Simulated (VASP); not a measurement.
# NaLi3S2 (P-3m1) in VASP: a series of runs

NaLi3S2 is run at these levels: PBE; tasks: single point, relaxation of cell and atoms.

Everything below comes from runs of VASP 6.6.1. Logs are shortened: lines on timing, memory, paths and dates and some standing lists are left out, and cuts for length are marked.

## 1. The cell of the first run

It takes space group P-3m1 (No. 164, trigonal). The conventional cell has a = 4.079 Å, b = 4.079 Å, c = 6.720 Å, α = 90.00°, β = 90.00°, γ = 120.00°. Within 4.1 Å of Na (site symmetry -3m) lie 6 S at 3.02 Å and 8 Li at 3.27 to 3.36 Å and 6 Na at 4.08 Å. Within 3.4 Å of Li (site symmetry -3m) lie 6 Li at 2.59 Å and 6 S at 2.78 Å and 2 Na at 3.36 Å. Li (site symmetry 3m) has 4 S at 2.39 to 2.56 Å and 6 Li at 2.59 to 3.21 Å and 3 Na at 3.27 Å within 3.3 Å. Within 3.2 Å of S (site symmetry 3m) lie 7 Li at 2.39 to 2.78 Å and 3 Na at 3.02 Å.

## 2. Single point, PBE

The input, INCAR:

```
ALGO = Normal
EDIFF = 1E-6
ENCUT = 520
GGA = PE
ISIF = 2
ISMEAR = 0
LASPH = T
LCHARG = F
LREAL = F
LWAVE = F
NBANDS = 23
NELM = 100
PREC = Accurate
SIGMA = 0.02
```

The input, KPOINTS:

```
k-points
0
Gamma
  6 6 4
```

The input, POSCAR:

```
NaLi3S2
1.0
    4.0790510471      0.0000000000      0.0000000000
   -2.0395255236      3.5325618301      0.0000000000
    0.0000000000      0.0000000000      6.7195471126
Na Li S
1 3 2
Direct
    0.0000000000      0.0000000000      0.0000000000
    0.0000000000      0.0000000000      0.5000000000
    0.6666666667      0.3333333333      0.6619739517
    0.3333333333      0.6666666667      0.3380260483
    0.6666666667      0.3333333333      0.2813353437
    0.3333333333      0.6666666667      0.7186646563
```

Potentials or basis: VASP PAW PBE potentials, release 64 (Na_pv, Li_sv, S).

Command:

```
$ cat potpaw_PBE.64/Na_pv/POTCAR potpaw_PBE.64/Li_sv/POTCAR potpaw_PBE.64/S/POTCAR > POTCAR
$ mpirun -np 1 vasp_std > vasp.out
```

OUTCAR:

```text
EDIFF = 1E-6
   ENCUT = 520
   GGA = PE
   ISIF = 2
   ISMEAR = 0
   LASPH = T
   LREAL = F
   NELM = 100
   PREC = Accurate

 ion  position               nearest neighbor table
   1  0.000  0.000  0.000-
   2  0.000  0.000  0.500-   3 2.59   4 2.59   3 2.59   4 2.59   3 2.59   4 2.59
   3  0.667  0.333  0.662-   6 2.39   6 2.39   6 2.39   5 2.56   2 2.59   2 2.59   2 2.59
   4  0.333  0.667  0.338-   5 2.39   5 2.39   5 2.39   6 2.56   2 2.59   2 2.59   2 2.59
   5  0.667  0.333  0.281-   4 2.39   4 2.39   4 2.39   3 2.56
   6  0.333  0.667  0.719-   3 2.39   3 2.39   3 2.39   4 2.56

  LATTYP: Found a hexagonal cell.
 ALAT       =     4.0790510471
 C/A-ratio  =     1.6473309687

  Lattice vectors:

 A1 = (   4.0790510471,   0.0000000000,   0.0000000000)
 A2 = (  -2.0395255236,   3.5325618301,   0.0000000000)
 A3 = (   0.0000000000,   0.0000000000,   6.7195471126)

Analysis of symmetry for initial positions (statically):
=====================================================================
 Subroutine PRICEL returns:
 Original cell was already a primitive cell.

 Routine SETGRP: Setting up the symmetry group for a
 hexagonal supercell.

 Subroutine GETGRP returns: Found 12 space group operations
 (whereof 12 operations were pure point group operations)
 out of a pool of 24 trial point group operations.

The static configuration has the point symmetry D_3d.

Analysis of symmetry for dynamics (positions and initial velocities):
=====================================================================
 Subroutine PRICEL returns:
 Original cell was already a primitive cell.

 Routine SETGRP: Setting up the symmetry group for a
 hexagonal supercell.

 Subroutine GETGRP returns: Found 12 space group operations
 (whereof 12 operations were pure point group operations)
 out of a pool of 24 trial point group operations.

The dynamic configuration has the point symmetry D_3d.

 Subroutine INISYM returns: Found 12 space group operations
 (whereof 12 operations are pure point group operations),
 and found     1 'primitive' translations

----------------------------------------------------------------------------------------

                                     Primitive cell

  volume of cell :      96.8253

  direct lattice vectors                    reciprocal lattice vectors
     4.079051047  0.000000000  0.000000000     0.245155059  0.141540339  0.000000000
    -2.039525524  3.532561830  0.000000000     0.000000000  0.283080679  0.000000000
     0.000000000  0.000000000  6.719547113     0.000000000  0.000000000  0.148819553

  length of vectors
     4.079051047  4.079051047  6.719547113     0.283080679  0.283080679  0.148819553

  position of ions in fractional coordinates (direct lattice)
     0.000000000  0.000000000  0.000000000
     0.000000000  0.000000000  0.500000000
     0.666666667  0.333333333  0.661973952
     0.333333333  0.666666667  0.338026048
     0.666666667  0.333333333  0.281335344
     0.333333333  0.666666667  0.718664656

  ion indices of the primitive-cell ions
   primitive index   ion index
                 1           1
                 2           2
                 3           3
                 4           4
                 5           5
                 6           6

----------------------------------------------------------------------------------------

 KPOINTS: k-points

Automatic generation of k-mesh.
 Grid dimensions read from file:
 generate k-points for:    6    6    4

 Generating k-lattice:

  Cartesian coordinates                     Fractional coordinates (reciprocal lattice)
     0.040859176  0.023590057  0.000000000     0.166666667  0.000000000  0.000000000
     0.000000000  0.047180113  0.000000000     0.000000000  0.166666667  0.000000000
     0.000000000  0.000000000  0.037204888     0.000000000  0.000000000  0.250000000

  Length of vectors
     0.047180113  0.047180113  0.037204888

  Shift w.r.t. Gamma in fractional coordinates (k-lattice)
     0.000000000  0.000000000  0.000000000

 Subroutine IBZKPT returns following result:
 ===========================================

 Found     24 irreducible k-points:

 Following reciprocal coordinates:
            Coordinates               Weight
  0.000000  0.000000  0.000000      1.000000
  0.166667 -0.000000  0.000000      6.000000
  0.333333 -0.000000  0.000000      6.000000
  0.500000 -0.000000  0.000000      3.000000
  0.166667  0.166667  0.000000      6.000000
  0.333333  0.166667  0.000000     12.000000
[... 16 lines left out ...]
  0.333333  0.166667  0.500000     12.000000
  0.333333  0.333333  0.500000      2.000000
   k-points           NKPTS =     24   k-points in BZ     NKDIM =     24   number of bands    NBANDS=     23
   number of dos      NEDOS =    301   number of ions     NIONS =      6
   total plane-waves  NPLWV =  45000
   dimension x,y,z NGX =    30 NGY =   30 NGZ =   50
   dimension x,y,z NGXF=    60 NGYF=   60 NGZF=  100
   ions per type =               1   3   2
   NGX,Y,Z   is equivalent  to a cutoff of  12.23, 12.23, 12.37 a.u.
   NGXF,Y,Z  is equivalent  to a cutoff of  24.45, 24.45, 24.74 a.u.
 SYSTEM =  unknown system
   PREC   = accura    normal or accurate (medium, high low for compatibility)
   ISTART =      0    job   : 0-new  1-cont  2-samecut
   ICHARG =      2    charge: 1-file 2-atom 10-const
   ISPIN  =      1    spin polarized calculation?
   LNONCOLLINEAR =      F non collinear calculations
   LSORBIT =      F    spin-orbit coupling
   LASPH  =      T    aspherical Exc in radial PAW
   ENCUT  =  520.0 eV  38.22 Ry    6.18 a.u.   7.58  7.58 12.49*2*pi/ulx,y,z
   NELM   =    100;   NELMIN=  2; NELMDL= -5     # of ELM steps
   EDIFF  = 0.1E-05   stopping-criterion for ELM
   LREAL  =      F    real-space projection
   EDIFFG = 0.1E-04   stopping-criterion for IOM
   NSW    =      0    number of steps for IOM
   IBRION =     -1    ionic relax: 0-MD 1-quasi-New 2-CG
   NFREE  =      0    steps in history (QN), initial steepest desc. (CG)
   ISIF   =      2    stress and relaxation
   ISYM   =      2    0-nonsym 1-usesym 2-fastsym
   POTIM  = 0.5000    time-step for ionic-motion
   TEBEG  =    0.0;   TEEND  =   0.0 temperature during run
   PSTRESS=    0.0 pullay stress
   NELECT =      28.0000    total number of electrons
   NUPDOWN=      -1.0000    fix difference up-down
   EMIN   =  10.00;   EMAX   =-10.00  energy-range for DOS
   EFERMI =   0.00;   METHOD = LEGACY
   ISMEAR =     0;   SIGMA  =   0.02  broadening in eV -4-tet -1-fermi 0-gaus
   EFERMI_NEDOS =   21; number of points for ismear=-14 and -15
   IALGO  =     38    algorithm
   IMIX   =      4    mixing-type and parameters
     AMIX     =   0.40;   BMIX     =  1.00
     AMIX_MAG =   1.60;   BMIX_MAG =  1.00
  volume/ion in A,a.u.               =      16.14       108.90
  Fermi-wavevector in a.u.,A,eV,Ry     =   1.082591  2.045801 15.946082  1.172004
  Thomas-Fermi vector in A             =   2.218637
   LORBIT       =      0    0 simple, 1 ext, 2 COOP (PROOUT), +10 PAW based schemes
   GGA     = PE    functional components
   LHFCALC =     F    Hartree Fock is set to
   AEXX    =    0.0000 exact exchange contribution
   IVDW    =     0    specifies the selected vdW correction
   LEPSILON=     F    determine dielectric tensor
   LRPA    =     F    only Hartree local field effects (RPA)
 non-spin polarized calculation
 Gauss-broadening in eV      SIGMA  =   0.02
  energy-cutoff  :      520.00
  volume of cell :       96.83
 maximum number of plane-waves:      2634
   NGX = 15   NGY = 15   NGZ = 25

 number of electron      27.9999979 magnetization

 Free energy of the ion-electron system (eV)
  ---------------------------------------------------
  ext. energy  EPLUGINS =         0.00000000
  ---------------------------------------------------
  free energy    TOTEN  =       -22.62081276 eV

  energy without entropy =      -22.62081276  energy(sigma->0) =      -22.62081276

 E-fermi :   2.0394     XC(G=0):  -8.6701

 val. band max:        1.8980925514   @ k =   0.0000   0.0000   0.0000
 cond. band min:       5.3913891322   @ k =   0.0000   0.0000   0.0000
 fundamental gap:      3.4932965808
 Fermi energy:         2.0393658523

 k-point     1 :       0.0000    0.0000    0.0000
  band No.  band energies     occupation
      1     -43.5004      2.00000
      2     -42.4944      2.00000
      3     -42.4893      2.00000
      4     -20.7811      2.00000
      5     -20.7690      2.00000
      6     -20.7690      2.00000
[... 15 lines left out ...]
     22      10.9791      0.00000
     23      11.3195      0.00000

 k-point     2 :       0.1667   -0.0000    0.0000
  band No.  band energies     occupation
      1     -43.5001      2.00000
      2     -42.4942      2.00000
      3     -42.4896      2.00000
      4     -20.7804      2.00000
      5     -20.7721      2.00000
      6     -20.7697      2.00000
[... 15 lines left out ...]
     22      10.0230      0.00000
     23      10.4462      0.00000

 k-point     3 :       0.3333   -0.0000    0.0000
  band No.  band energies     occupation
      1     -43.4993      2.00000
      2     -42.4936      2.00000
      3     -42.4902      2.00000
      4     -20.7791      2.00000
      5     -20.7782      2.00000
      6     -20.7711      2.00000
[... 15 lines left out ...]
     22      10.6241      0.00000
     23      11.7093      0.00000

 k-point     4 :       0.5000   -0.0000    0.0000
  band No.  band energies     occupation
      1     -43.4989      2.00000
      2     -42.4931      2.00000
      3     -42.4907      2.00000
      4     -20.7815      2.00000
      5     -20.7783      2.00000
      6     -20.7719      2.00000
[... 15 lines left out ...]
     22      12.0086      0.00000
     23      12.7240      0.00000

 k-point     5 :       0.1667    0.1667    0.0000
  band No.  band energies     occupation
      1     -43.4995      2.00000
      2     -42.4938      2.00000
      3     -42.4900      2.00000
      4     -20.7793      2.00000
      5     -20.7762      2.00000
      6     -20.7714      2.00000
[... 15 lines left out ...]
     22      10.0621      0.00000
     23      10.6242      0.00000

 k-point     6 :       0.3333    0.1667    0.0000
  band No.  band energies     occupation
      1     -43.4989      2.00000
      2     -42.4930      2.00000
      3     -42.4908      2.00000
      4     -20.7799      2.00000
      5     -20.7783      2.00000
      6     -20.7735      2.00000
[... 15 lines left out ...]
     22      11.3201      0.00000
     23      11.7381      0.00000

 k-point     7 :       0.3333    0.3333    0.0000
  band No.  band energies     occupation
      1     -43.4987      2.00000
      2     -42.4919      2.00000
      3     -42.4919      2.00000
      4     -20.7780      2.00000
      5     -20.7776      2.00000
      6     -20.7776      2.00000
[... 353 lines left out ...]
     22      10.6543      0.00000
     23      11.5976      0.00000

 k-point    21 :       0.5000   -0.0000    0.5000
  band No.  band energies     occupation
      1     -43.4989      2.00000
      2     -42.4931      2.00000
      3     -42.4907      2.00000
      4     -20.7815      2.00000
      5     -20.7782      2.00000
      6     -20.7719      2.00000
[... 15 lines left out ...]
     22      11.5363      0.00000
     23      12.2091      0.00000

 k-point    22 :       0.1667    0.1667    0.5000
  band No.  band energies     occupation
      1     -43.4995      2.00000
      2     -42.4938      2.00000
      3     -42.4900      2.00000
      4     -20.7793      2.00000
      5     -20.7762      2.00000
      6     -20.7714      2.00000
[... 15 lines left out ...]
     22      10.2368      0.00000
     23      11.4349      0.00000

 k-point    23 :       0.3333    0.1667    0.5000
  band No.  band energies     occupation
      1     -43.4989      2.00000
      2     -42.4929      2.00000
      3     -42.4908      2.00000
      4     -20.7799      2.00000
      5     -20.7783      2.00000
      6     -20.7735      2.00000
[... 15 lines left out ...]
     22      11.1836      0.00000
     23      11.2787      0.00000

 k-point    24 :       0.3333    0.3333    0.5000
  band No.  band energies     occupation
      1     -43.4988      2.00000
      2     -42.4919      2.00000
      3     -42.4919      2.00000
      4     -20.7779      2.00000
      5     -20.7776      2.00000
      6     -20.7776      2.00000
[... 15 lines left out ...]
     22      10.4815      0.00000
     23      11.3175      0.00000

------------------------ aborting loop because EDIFF is reached ----------------------------------------

  FORCE on cell =-STRESS in cart. coord.  units (eV):
  Direction    XX          YY          ZZ          XY          YZ          ZX
  --------------------------------------------------------------------------------------
  -------------------------------------------------------------------------------------
  Total       -0.0255525     -0.0255525     -0.0561896      0.0000000     -0.0000000     -0.0000000
  in kB       -0.4228191     -0.4228191     -0.9297748      0.0000000     -0.0000000     -0.0000000
  external PRESSURE =      -0.5918043 kB  Pullay stress =       0.0000000 kB

 VOLUME and BASIS-vectors are now :
 -----------------------------------------------------------------------------
  energy-cutoff  :      520.00
  volume of cell :       96.83
      direct lattice vectors                 reciprocal lattice vectors
     4.079051047  0.000000000  0.000000000     0.245155059  0.141540339  0.000000000
    -2.039525524  3.532561830  0.000000000     0.000000000  0.283080679  0.000000000
     0.000000000  0.000000000  6.719547113     0.000000000  0.000000000  0.148819553

 POSITION                                       TOTAL-FORCE (eV/Angst)
 -----------------------------------------------------------------------------------
      0.00000      0.00000      0.00000        -0.000000      0.000000      0.000000
      0.00000      0.00000      3.35977        -0.000000      0.000000      0.000000
      2.03953      1.17752      4.44817         0.000000      0.000000     -0.000593
     -0.00000      2.35504      2.27138        -0.000000     -0.000000      0.000593
      2.03953      1.17752      1.89045         0.000000      0.000000      0.010297
     -0.00000      2.35504      4.82910         0.000000     -0.000000     -0.010297
 -----------------------------------------------------------------------------------
    total drift:                               -0.000000      0.000000      0.000000

  FREE ENERGIE OF THE ION-ELECTRON SYSTEM (eV)
  ---------------------------------------------------
  free  energy   TOTEN  =       -22.6208127628 eV

  energy  without entropy=      -22.6208127628  energy(sigma->0) =      -22.62081276
```

Run time: 37 s. Hardware: 1 thread of Intel Xeon Platinum 8488C (Sapphire Rapids), shared host; peak memory 0.21 GiB.

Results:

* Free energy: -22.6208 eV
* Largest force: 0.010 eV/Å
* Band gap on the k mesh: 3.49 eV

Forces on the atoms (eV/Å):
```
Na   0.000  0.000  0.000
Li   0.000  0.000  0.000
Li   0.000  0.000 -0.001
Li   0.000  0.000  0.001
S    0.000  0.000  0.010
S    0.000  0.000 -0.010
```

Caveat: the cutoff is under 1.25 times the usual one of these potentials, so pressure, stress and relaxed cells hold a basis-set (Pulay) error.

## 3. Single point, PBE

The input, INCAR:

```
SYSTEM = NaLi3S2
PREC = Accurate ; ENCUT = 520
EDIFF = 1E-6 ; ISMEAR = 0
SIGMA = 0.02 ; LREAL = .FALSE.
LASPH = .TRUE. ; NELM = 100
ALGO = Normal ; ISIF = 2
LWAVE = .FALSE. ; LCHARG = .FALSE.
GGA = PE ; NBANDS = 23
```

The input, KPOINTS:

```
regular mesh
0
G
  6 6 4
  0 0 0
```

POSCAR is that of step 2.

Potentials or basis: VASP PAW PBE potentials, release 64 (Na_pv, Li_sv, S).

Command:

```
$ cat potpaw_PBE.64/Na_pv/POTCAR potpaw_PBE.64/Li_sv/POTCAR potpaw_PBE.64/S/POTCAR > POTCAR
$ mpirun -np 1 vasp_std > vasp.out
```

Run time: 45 s. Hardware: 1 thread of Intel Xeon Platinum 8488C (Sapphire Rapids), shared host; peak memory 0.21 GiB.

The run converged. Its results:

- Free energy: -22.6208 eV
- Largest force: 0.010 eV/Å
- Band gap on the k mesh: 3.49 eV

Forces on the atoms (eV/Å):
```
Na   0.000  0.000  0.000
Li   0.000  0.000  0.000
Li   0.000  0.000 -0.001
Li   0.000  0.000  0.001
S    0.000  0.000  0.010
S    0.000  0.000 -0.010
```

Levels at points of the mesh, in eV from the valence-band top:
| k point | band 11 | band 12 | band 13 | band 14 | band 15 | band 16 | band 17 | band 18 |
| --- | --- | --- | --- | --- | --- | --- | --- | --- |
| (0.00, 0.00, 0.00) | -0.85 | -0.35 | -0.35 | 0.00 | 3.49 | 4.70 | 5.42 | 5.42 |
| (0.50, 0.00, 0.00) | -1.81 | -1.79 | -0.81 | -0.76 | 4.59 | 4.82 | 5.89 | 6.69 |
| (0.00, 0.00, 0.50) | -0.77 | -0.77 | -0.44 | -0.44 | 4.49 | 4.88 | 5.34 | 5.34 |
| (0.50, 0.00, 0.50) | -1.73 | -1.21 | -0.89 | -0.66 | 4.14 | 4.84 | 5.15 | 6.33 |

Caveat: the cutoff is under 1.25 times the usual one of these potentials, so pressure, stress and relaxed cells hold a basis-set (Pulay) error.

[end of part 1 of 2]
